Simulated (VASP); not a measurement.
# Ta4W in VASP: notebook, part 2 of 2

VASP 6.6.1. Earlier steps stand in the parts before.

## 3. Single point, PBE

Input file INCAR:

```
PREC = Accurate ; ENCUT = 520
EDIFF = 1E-6 ; ISMEAR = 0
SIGMA = 0.1 ; LREAL = False
LASPH = True ; NELM = 60
ALGO = Fast ; ISIF = 2
LWAVE = False ; LCHARG = False
GGA = PE ; NBANDS = 37
```

Input file KPOINTS:

```
Automatic mesh
0
Gamma
  12 12 12
```

Input file POSCAR:

```
Ta4W
1.0
    2.3230572002      1.3412176999      4.7545499000
   -2.3230572002      1.3412176999      4.7545499000
    0.0000000000     -2.6824353998      4.7545499000
Ta W
4 1
Direct
    0.8975130000      0.8975130000      0.8975130000
    0.1024870000      0.1024870000      0.1024870000
    0.6956100000      0.6956100000      0.6956100000
    0.3043900000      0.3043900000      0.3043900000
    0.5000000000      0.5000000000      0.5000000000
```

Potentials or basis: VASP PAW PBE potentials, release 64 (Ta_pv, W_sv).

Launch:

```
$ cat potpaw_PBE.64/Ta_pv/POTCAR potpaw_PBE.64/W_sv/POTCAR > POTCAR
$ mpirun -np 1 vasp_std > vasp.out
```

OUTCAR:

```text
PREC = Accurate
   ENCUT = 520
   EDIFF = 1E-6
   ISMEAR = 0
   LREAL = False
   LASPH = True
   NELM = 60
   ISIF = 2
   GGA = PE

 ion  position               nearest neighbor table
   1  0.898  0.898  0.898-   5 2.83   5 2.83   5 2.83   3 2.88   4 2.88   4 2.88   4 2.88   2 2.92
                             2 3.25   2 3.25   2 3.25   3 3.27   3 3.27   3 3.27
   2  0.102  0.102  0.102-   5 2.83   5 2.83   5 2.83   4 2.88   3 2.88   3 2.88   3 2.88   1 2.92
                             1 3.25   1 3.25   1 3.25   4 3.27   4 3.27   4 3.27
   3  0.696  0.696  0.696-   5 2.79   4 2.81   4 2.81   4 2.81   1 2.88   2 2.88   2 2.88   2 2.88
                             1 3.27   1 3.27   1 3.27   5 3.32   5 3.32   5 3.32
   4  0.304  0.304  0.304-   5 2.79   3 2.81   3 2.81   3 2.81   2 2.88   1 2.88   1 2.88   1 2.88
                             2 3.27   2 3.27   2 3.27   5 3.32   5 3.32   5 3.32
   5  0.500  0.500  0.500-   3 2.79   4 2.79   2 2.83   2 2.83   1 2.83   1 2.83   2 2.83   1 2.83
                             4 3.32   3 3.32   4 3.32   3 3.32   4 3.32   3 3.32

  LATTYP: Found a trigonal (rhomboedric) cell.
 ALAT       =     5.4590479413
 COS(alpha) =     0.6378270704

  Lattice vectors:

 A1 = (   2.3230572002,   1.3412176999,   4.7545499000)
 A2 = (  -2.3230572002,   1.3412176999,   4.7545499000)
 A3 = (   0.0000000000,  -2.6824353998,   4.7545499000)

Analysis of symmetry for initial positions (statically):
=====================================================================
 Subroutine PRICEL returns:
 Original cell was already a primitive cell.

 Routine SETGRP: Setting up the symmetry group for a
 trigonal (rhombohedral) supercell.

 Subroutine GETGRP returns: Found 12 space group operations
 (whereof 12 operations were pure point group operations)
 out of a pool of 12 trial point group operations.

The static configuration has the point symmetry D_3d.

Analysis of symmetry for dynamics (positions and initial velocities):
=====================================================================
 Subroutine PRICEL returns:
 Original cell was already a primitive cell.
[... 138 lines left out ...]
   LORBIT       =      0    0 simple, 1 ext, 2 COOP (PROOUT), +10 PAW based schemes
   GGA     = PE    functional components
   LHFCALC =     F    Hartree Fock is set to
   AEXX    =    0.0000 exact exchange contribution
   IVDW    =     0    specifies the selected vdW correction
   LEPSILON=     F    determine dielectric tensor
   LRPA    =     F    only Hartree local field effects (RPA)
 non-spin polarized calculation
 RMM-DIIS sequential band-by-band and
 Gauss-broadening in eV      SIGMA  =   0.10
  energy-cutoff  :      520.00
  volume of cell :       88.88
 maximum number of plane-waves:      2410
 NGX is ok and might be reduce to    42

 number of electron      58.0000001 magnetization

 Free energy of the ion-electron system (eV)
  ---------------------------------------------------
  ext. energy  EPLUGINS =         0.00000000
  ---------------------------------------------------
  free energy    TOTEN  =       -60.43837377 eV

  energy without entropy =      -60.41314391  energy(sigma->0) =      -60.42575884

 E-fermi :   6.3278     XC(G=0): -12.7466

 val. band max:        6.3275581046   @ k =  -0.4167   0.1667   0.1667
 cond. band min:       6.3362599246   @ k =  -0.2500   0.4167   0.1667
 fundamental gap:      0.0087018200
 Fermi energy:         6.3277636491

 k-point     1 :       0.0000    0.0000    0.0000
  band No.  band energies     occupation
      1     -66.8381      2.00000
      2     -31.0883      2.00000
      3     -31.0883      2.00000
      4     -31.0827      2.00000
      5     -27.7018      2.00000
      6     -27.6540      2.00000
[... 949 lines left out ...]
     36       9.5133      0.00000
     37      10.0509      0.00000

 [... further k-points ...]

------------------------ aborting loop because EDIFF is reached ----------------------------------------

  FORCE on cell =-STRESS in cart. coord.  units (eV):
  Direction    XX          YY          ZZ          XY          YZ          ZX
  --------------------------------------------------------------------------------------
  -------------------------------------------------------------------------------------
  Total        0.0832776      0.0832776      0.0962665      0.0000000      0.0000000      0.0000000
  in kB        1.5011317      1.5011317      1.7352661      0.0000000      0.0000000      0.0000000
  external PRESSURE =       1.5791765 kB  Pullay stress =       0.0000000 kB

 VOLUME and BASIS-vectors are now :
 -----------------------------------------------------------------------------
  energy-cutoff  :      520.00
  volume of cell :       88.88
      direct lattice vectors                 reciprocal lattice vectors
     2.323057200  1.341217700  4.754549900     0.215233615  0.124265186  0.070108284
    -2.323057200  1.341217700  4.754549900    -0.215233615  0.124265186  0.070108284
     0.000000000 -2.682435400  4.754549900     0.000000000 -0.248530372  0.070108284

 POSITION                                       TOTAL-FORCE (eV/Angst)
 -----------------------------------------------------------------------------------
      0.00000      0.00000     12.80181        -0.000000      0.000000      0.004981
      0.00000      0.00000      1.46184        -0.000000      0.000000     -0.004981
      0.00000      0.00000      9.92194        -0.000000     -0.000000      0.009670
      0.00000      0.00000      4.34171        -0.000000      0.000000     -0.009670
      0.00000      0.00000      7.13182         0.000000      0.000000     -0.000000
 -----------------------------------------------------------------------------------
    total drift:                               -0.000000      0.000000      0.000000

  FREE ENERGIE OF THE ION-ELECTRON SYSTEM (eV)
  ---------------------------------------------------
  free  energy   TOTEN  =       -60.4383737714 eV

  energy  without entropy=      -60.4131439057  energy(sigma->0) =      -60.42575884
```

OSZICAR:

```text
N       E                     dE             d eps       ncg     rms          rms(c)
DAV:   1     0.627059399920E+03    0.62706E+03   -0.33094E+04 14122   0.168E+03
DAV:   2    -0.317818699597E+02   -0.65884E+03   -0.64492E+03 14874   0.510E+02
DAV:   3    -0.621826934106E+02   -0.30401E+02   -0.29347E+02 17450   0.991E+01
DAV:   4    -0.629231379532E+02   -0.74044E+00   -0.73221E+00 17204   0.140E+01
DAV:   5    -0.629383204589E+02   -0.15183E-01   -0.15149E-01 17849   0.185E+00    0.328E+01
RMM:   6    -0.609929504197E+02    0.19454E+01   -0.23390E+00 14378   0.913E+00    0.151E+01
RMM:   7    -0.604564737167E+02    0.53648E+00   -0.23645E+00 15380   0.831E+00    0.163E+00
RMM:   8    -0.604363715568E+02    0.20102E-01   -0.31538E-01 17353   0.265E+00    0.121E+00
RMM:   9    -0.604380526528E+02   -0.16811E-02   -0.79448E-02 20674   0.103E+00    0.386E-01
RMM:  10    -0.604382265848E+02   -0.17393E-03   -0.84690E-03 18634   0.442E-01    0.152E-01
RMM:  11    -0.604383777999E+02   -0.15122E-03   -0.21235E-03 20899   0.197E-01    0.814E-02
RMM:  12    -0.604383759163E+02    0.18836E-05   -0.21918E-04 19959   0.736E-02    0.216E-02
RMM:  13    -0.604383728332E+02    0.30831E-05   -0.50709E-05 19395   0.357E-02    0.645E-03
RMM:  14    -0.604383735677E+02   -0.73453E-06   -0.10713E-05 17252   0.178E-02    0.156E-03
RMM:  15    -0.604383737714E+02   -0.20368E-06   -0.15199E-06 11487   0.745E-03
   1 F= -.60438374E+02 E0= -.60425759E+02  d E =-.252299E-01
```

stdout:

```text
POSCAR found type information on POSCAR TaW
 POSCAR found :  2 types and       5 ions
 scaLAPACK will be used
 LDA part: xc-table for (Slater+PW92), standard interpolation
 POSCAR, INCAR and KPOINTS ok, starting setup
 FFT: planning ... GRIDC
 FFT: planning ... GRID_SOFT
 FFT: planning ... GRID
 WAVECAR not read
 entering main loop
```

Run time: 8.5 min. Hardware: 1 thread of Intel Xeon 6975P-C (Granite Rapids), shared host; peak memory 0.62 GiB.

What came out:

- Free energy: -60.4384 eV
- Pressure: 0.2 GPa
- Largest force: 0.010 eV/Å
- Band gap on the k mesh: zero (bands 29 and 30 overlap by 1.09 eV)

Forces on the atoms (eV/Å):
```
Ta   0.000  0.000  0.005
Ta   0.000  0.000 -0.005
Ta   0.000  0.000  0.010
Ta   0.000  0.000 -0.010
W    0.000  0.000  0.000
```

Caveat: spin-orbit coupling is left out, which moves the levels of the heavy elements.

## 4. Single point, LDA

Input file INCAR:

```
PREC = Accurate ; ENCUT = 520
EDIFF = 1E-7 ; ISMEAR = 0
SIGMA = 0.1 ; LREAL = False
LASPH = True ; NELM = 60
ALGO = Fast ; ISIF = 2
LWAVE = False ; LCHARG = True
LELF = True ; LVHAR = True
NBANDS = 37
```

Input file KPOINTS:

```
regular mesh
0
Gamma
  12 12 12
```

POSCAR is that of step 3.

Potentials or basis: VASP PAW LDA potentials, release 64 (Ta_pv, W_sv).

Launch:

```
$ cat potpaw_LDA.64/Ta_pv/POTCAR potpaw_LDA.64/W_sv/POTCAR > POTCAR
$ mpirun -np 1 vasp_std > vasp.out
```

Wall time 8.1 min (1 thread of Intel Xeon 6975P-C (Granite Rapids), shared host); peak memory 0.58 GiB.

Results (log left out):

| Property | Result |
| --- | --- |
| Free energy | -65.5065 eV |
| Pressure | -11.4 GPa |
| Largest force | 0.027 eV/Å |
| Band gap on the k mesh | zero (bands 29 and 30 overlap by 1.08 eV) |

Forces in eV/Å, atoms in the order of the input:
```
Ta   0.000  0.000 -0.027
Ta   0.000  0.000  0.027
Ta   0.000  0.000 -0.018
Ta   0.000  0.000  0.018
W    0.000  0.000  0.000
```

Stress tensor (GPa, compression positive):
```
-11.46   0.00   0.00
  0.00 -11.46   0.00
  0.00   0.00 -11.22
```

Levels at points of the mesh, in eV from the Fermi level:
```
           k point  band 27  band 28  band 29  band 30  band 31  band 32
(0.00, 0.00, 0.00)    -1.48    -0.80    -0.30     0.46     0.46     0.60
(0.50, 0.00, 0.00)    -0.90    -0.51    -0.46     0.19     1.42     1.61
(0.50, 0.50, 0.00)    -1.22    -1.03     0.19     0.87     1.65     2.06
(0.50, 0.50, 0.50)    -0.90    -0.90    -0.59    -0.59     3.20     3.20
```

Caveat: the cell stands under tension; spin-orbit coupling is left out, which moves the levels of the heavy elements.

## 5. Single point, PBE

This run uses another cell than the first one: it holds 10 atoms, not 5.

Input file INCAR:

```
SYSTEM = Ta4W
  ALGO = Fast
  EDIFF = 1E-7
  ENCUT = 520
  GGA = PE
  ISIF = 2
  ISMEAR = 0
  LASPH = .True.
  LCHARG = .False.
  LREAL = .False.
  LWAVE = .False.
  NBANDS = 69
  NELM = 80
  PREC = Accurate
  SIGMA = 0.2
```

Input file KPOINTS:

```
k-points
0
Gamma
  6 6 4
  0 0 0
```

Input file POSCAR:

```
Ta4W
1.0
   -2.3242906010      4.0251071481      0.0003170214
    2.3132254161     -1.3485952816     -4.7513048420
   -6.9708632248     -4.0237162923     -0.0204189862
Ta W
8 2
Direct
    0.6537475257      0.3073767311      0.5511697901
    0.1536757269      0.3073883316      0.0511602027
    0.8463090895      0.6925963829      0.9488310702
    0.3462367882      0.6926092955      0.4488300846
    0.9566409728      0.9133955189      0.6522763010
    0.4567785245      0.9134125005      0.1522610397
    0.5432468595      0.0865971613      0.8477312465
    0.0433481312      0.0866017117      0.3477353520
    0.2500596106      0.5000015175      0.7500090200
    0.7499567710      0.5000208492      0.2499958930
```

Potentials or basis: VASP PAW PBE potentials, release 64 (Ta_pv, W_sv).

Launch:

```
$ cat potpaw_PBE.64/Ta_pv/POTCAR potpaw_PBE.64/W_sv/POTCAR > POTCAR
$ mpirun -np 1 vasp_std > vasp.out
```

Wall time 44 min (1 thread of Intel Xeon 8259CL, shared host); peak memory 0.76 GiB.

It converged, with:

```yaml
Free_energy: -120.9664 eV
Pressure: 0.1 GPa
Largest_force: 0.017 eV/Å
Band_gap_on_the_k_mesh: zero (bands 58 and 59 overlap by 0.71 eV)
```

Forces in eV/Å, atoms in the order of the input:
```
Ta   0.007  0.001  0.007
Ta   0.005  0.003  0.008
Ta  -0.006 -0.002 -0.009
Ta  -0.007 -0.001 -0.008
Ta   0.008  0.006  0.014
Ta   0.009  0.001  0.014
Ta  -0.009 -0.003 -0.014
Ta  -0.007 -0.005 -0.014
W    0.002 -0.002  0.000
W   -0.002  0.002  0.001
```

Stress tensor (GPa, compression positive):
```
 0.20  0.11 -0.16
 0.11  0.11 -0.11
-0.16 -0.11  0.13
```

Levels at points of the mesh, in eV from the Fermi level:
```
           k point  band 56  band 57  band 58  band 59  band 60  band 61
(0.00, 0.00, 0.00)    -0.49    -0.41    -0.27     0.25     0.51     0.53
(0.50, 0.00, 0.00)    -0.43    -0.37    -0.37    -0.07    -0.07     0.34
(0.00, 0.50, 0.00)    -0.87    -0.56    -0.54     0.22     0.91     1.50
(0.50, 0.50, 0.00)    -0.43    -0.37    -0.37    -0.07    -0.07     0.34
(0.00, 0.00, 0.50)     0.22     0.33     0.33     0.36     0.36     0.91
(0.50, 0.00, 0.50)    -0.48    -0.44     0.21     0.22     0.90     1.45
(0.00, 0.50, 0.50)    -0.57    -0.19    -0.19     0.36     0.36     2.29
(0.50, 0.50, 0.50)    -0.48    -0.44     0.21     0.23     0.90     1.45
```

Caveat: spin-orbit coupling is left out, which moves the levels of the heavy elements.

## 6. Overview

| level | potentials or basis | cell | k mesh | smearing | gap on the mesh (eV) | pressure (GPa) | largest force (eV/Å) |
| --- | --- | --- | --- | --- | --- | --- | --- |
| PBE | VASP PAW PBE potentials, release 64 (Ta_pv, W_sv) | a = 5.459 Å, angles 50.4°, 5 atoms, atomic positions A | 6 × 6 × 6 | gaussian 0.1 eV | none | 0.4 | 0.03 |
| PBE | VASP PAW PBE potentials, release 64 (Ta_pv, W_sv) | a = 5.459 Å, angles 50.4°, 5 atoms, atomic positions A | 12 × 12 × 12 | gaussian 0.1 eV | none | 0.2 | 0.01 |
| LDA | VASP PAW LDA potentials, release 64 (Ta_pv, W_sv) | a = 5.459 Å, angles 50.4°, 5 atoms, atomic positions A | 12 × 12 × 12 | gaussian 0.1 eV | none | -11.4 | 0.03 |
| PBE | VASP PAW PBE potentials, release 64 (Ta_pv, W_sv) | a = 4.648, b = 5.454, c = 8.049 Å, angles 104.0, 90.0, 115.2°, 10 atoms, atomic positions B | 6 × 6 × 4 | gaussian 0.2 eV | none | 0.1 | 0.02 |

Alike in all rows: task single point; no spin polarisation; cutoff (eV) 520.

Caveats: spin-orbit coupling is left out, which moves the levels of the heavy elements; the cell stands under tension (at least some runs).

Absolute energies hang on the potentials; compare differences alone.

The gap in the log of VASP goes by the Fermi energy; the results here count the filled bands.